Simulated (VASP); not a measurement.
A run of VASP 6.6.1:

File INCAR:

```
ALGO = Fast
EDIFF = 1E-6
ENCUT = 520
GGA = PS
ISIF = 2
ISMEAR = 0
LASPH = T
LCHARG = T
LELF = T
LREAL = F
LVHAR = T
LWAVE = F
NBANDS = 22
NELM = 100
PREC = Accurate
SIGMA = 0.1
```

Contents of KPOINTS:

```
k-points
0
Gamma
  14 14 14
```

File POSCAR:

```
Bi
1.0
    0.0000000000      3.5826254074      3.5826254074
    3.5826254074      0.0000000000      3.5826254074
    3.5826254074      3.5826254074      0.0000000000
Bi
2
Direct
    0.0000000000      0.0000000000      0.0000000000
    0.2500000000      0.2500000000      0.2500000000
```

Potentials or basis: VASP PAW PBE potentials, release 64 (Bi_d).

Run with:

```sh
$ cat potpaw_PBE.64/Bi_d/POTCAR > POTCAR
$ mpirun -np 1 vasp_std > vasp.out
```

Hardware: 1 thread of Intel(R) Xeon(R) Platinum 8259CL CPU @ 2.50GHz (Skylake/Cascade Lake), with other jobs on the host.

**Question.** Estimate the wall time of this run.

**Answer.** Run time: 3.9 min on 1 thread of Intel(R) Xeon(R) Platinum 8259CL CPU @ 2.50GHz (Skylake/Cascade Lake), with other jobs on the host, peak memory 0.34 GiB. Counts: scf iterations 12, k points 104.
